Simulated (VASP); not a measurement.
The system is CdS (Hawleyite).

```
Cd S
1.0
     0.00000    2.91650    2.91650
     2.91650    0.00000    2.91650
     2.91650    2.91650    0.00000
Cd S
1 1
Direct
  0.00000 0.00000 0.00000
  0.25000 0.25000 0.25000
```

Base run:

```yaml
Program: VASP 6.6.1
Functional: r2SCAN
Potentials_or_basis: VASP PAW PBE potentials, release 64 (Cd, S)
Cutoff: 520 eV
k_mesh: 6 × 6 × 6
Occupations: gaussian, width 0.01 eV
Spin: no spin polarisation
```

Its results: band gap on the k mesh 1.59 eV, direct; pressure 1.8 GPa.

**Question.** The run is repeated on the same cell with these changes: functional from r2SCAN to LDA; potentials or basis from VASP PAW PBE potentials, release 64 (Cd, S) to VASP PAW LDA potentials, release 64 (Cd, S). What comes out?

**Answer.** Band gap on the k mesh 0.89 eV, direct; pressure -2.0 GPa.

Caveats: the PAW data sets were made with another functional, which shifts forces and pressure a little (some runs).

